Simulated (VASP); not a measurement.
## SiC: single point with PBE

The system is SiC.

```
Si C
1.0
     0.00000    2.17805    2.17805
     2.17805    0.00000    2.17805
     2.17805    2.17805    0.00000
Si C
1 1
Direct
  0.00000 0.00000 0.00000
  0.25000 0.25000 0.25000
```

```yaml
Program: VASP 6.6.1
Task: single point
Functional: PBE
Potentials_or_basis: VASP PAW PBE potentials, release 64 (Si, C)
Cutoff: 520 eV
k_mesh: 8 × 8 × 8
Occupations: methfessel-paxton, width 0.2 eV
Spin: no spin polarisation
```

```json
{"Pressure": "3.5 GPa", "Band gap on the k mesh": "1.35 eV, indirect (least direct gap 4.54 eV)"}
```

Levels at points of the mesh, in eV from the valence-band top:
| k point | band 2 | band 3 | band 4 | band 5 | band 6 | band 7 |
| --- | --- | --- | --- | --- | --- | --- |
| (0.00, 0.00, 0.00) | 0.00 | 0.00 | 0.00 | 6.25 | 7.32 | 7.32 |
| (0.50, 0.00, 0.00) | -8.54 | -1.05 | -1.05 | 5.45 | 7.23 | 7.23 |
| (0.50, 0.50, 0.00) | -7.80 | -3.19 | -3.19 | 1.35 | 4.33 | 14.05 |

It took 13 s on 1 thread of AMD EPYC 7R43 64-Core Processor (Zen 3) (shared host), peak memory 0.09 GiB.

A k mesh can miss the band edges.
